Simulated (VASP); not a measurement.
Write the native input for VASP 6.6.1 that does the following.

```
Task                   : single point
Functional             : r2SCAN
Dispersion             : rVV10
Potentials or basis    : VASP PAW PBE potentials, release 64 (Al, Cu)
Cutoff                 : 520 eV
k mesh                 : 12 × 12 × 8
Occupations            : gaussian, width 0.1 eV
Spin                   : no spin polarisation
Dipole correction      : no
Further INCAR settings : ALGO = Normal; EDIFF = 1e-06; NBANDS = 24
```

Al3Cu2:

```
Al Cu
1.0
     4.09262    0.00000    0.00000
    -2.04631    3.54431    0.00000
     0.00000    0.00000    4.97867
Al Cu
3 2
Direct
  0.00000 0.00000 0.00000
  0.33333 0.66667 0.35041
  0.66667 0.33333 0.64959
  0.33333 0.66667 0.84062
  0.66667 0.33333 0.15938
```

The input as run:

POSCAR

```
Al3Cu2
1.0
    4.0926177916      0.0000000000      0.0000000000
   -2.0463088958      3.5443109755      0.0000000000
    0.0000000000      0.0000000000      4.9786743311
Al Cu
3 2
Direct
    0.0000000000      0.0000000000      0.0000000000
    0.3333333333      0.6666666667      0.3504090570
    0.6666666667      0.3333333333      0.6495909430
    0.3333333333      0.6666666667      0.8406154828
    0.6666666667      0.3333333333      0.1593845172
```

INCAR.step1

```
SYSTEM = Al3Cu2
ALGO = Normal
EDIFF = 1E-4
ENCUT = 520
GGA = PE
ISMEAR = 0
LASPH = .TRUE.
LCHARG = .FALSE.
LREAL = .FALSE.
LWAVE = .TRUE.
NBANDS = 24
NELM = 80
PREC = Accurate
SIGMA = 0.1
```

INCAR.step2

```
SYSTEM = Al3Cu2
ALGO = Normal
BPARAM = 11.95
CPARAM = 0.0093
EDIFF = 1E-6
ENCUT = 520
ISIF = 2
ISMEAR = 0
ISTART = 1
IVDW_NL = 2
LASPH = .TRUE.
LCHARG = .FALSE.
LMIXTAU = .TRUE.
LREAL = .FALSE.
LUSE_VDW = .TRUE.
LWAVE = .FALSE.
METAGGA = R2SCAN
NBANDS = 24
NELM = 80
PREC = Accurate
SIGMA = 0.1
```

KPOINTS

```
k-points
0
G
  12 12 8
  0 0 0
```

Potentials or basis: VASP PAW PBE potentials, release 64 (Al, Cu).

Launch:

```console
$ cat potpaw_PBE.64/Al/POTCAR potpaw_PBE.64/Cu/POTCAR > POTCAR
$ cp INCAR.step1 INCAR
$ mpirun -np 1 vasp_std > vasp.out
$ cp INCAR.step2 INCAR
$ mpirun -np 1 vasp_std > vasp.out
```

It gave:

| Item | Value |
| --- | --- |
| Pressure | -0.1 GPa |
| Largest force | 0.005 eV/Å |

Caveat: the PAW data sets were made with another functional, which shifts forces and pressure a little.

Run time: 10 min on 1 thread of Intel Xeon 6975P-C (shared host), peak memory 0.48 GiB.
